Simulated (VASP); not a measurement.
# Cd: single point with PBE

The system is Cd.

```xyz
2
Lattice="3.0148 0.0000 0.0000 -1.5074 2.6109 0.0000 0.0000 0.0000 5.8276" Properties=species:S:1:pos:R:3 pbc="T T T"
Cd    0.0000    1.7406    1.4569
Cd    1.5074    0.8703    4.3707
```

```yaml
Program: VASP 6.6.1
Task: single point
Functional: PBE
Potentials_or_basis: VASP PAW PBE potentials, release 64 (Cd)
Cutoff: 520 eV
k_mesh: 18 × 18 × 8
Occupations: gaussian, width 0.1 eV
Spin: no spin polarisation
```

The pressure is 0.3 GPa. The band gap on the k mesh is zero (band 12 reaches 4.16 eV, above the bottom of band 13 at -0.29 eV).

Stress tensor (GPa, compression positive):
```
0.33 0.00 0.00
0.00 0.33 0.00
0.00 0.00 0.17
```

Levels at points of the mesh, in eV from the Fermi level:
```tsv
k point	band 9	band 10	band 11	band 12	band 13	band 14	band 15	band 16
(0.00, 0.00, 0.00)	-8.49	-8.49	-8.49	-3.36	-2.89	9.54	13.66	14.37
(0.50, 0.00, 0.00)	-8.22	-8.21	-2.15	-1.76	1.71	2.72	2.95	5.01
(0.00, 0.00, 0.50)	-8.58	-8.58	-7.13	-7.13	3.14	3.14	14.68	14.68
(0.50, 0.00, 0.50)	-8.21	-8.21	-1.39	-1.39	-0.03	-0.03	7.52	7.52
```

It took 41 s on 1 thread of Intel(R) Xeon(R) 6975P-C (Granite Rapids), with other jobs on the host, peak memory 0.26 GiB.
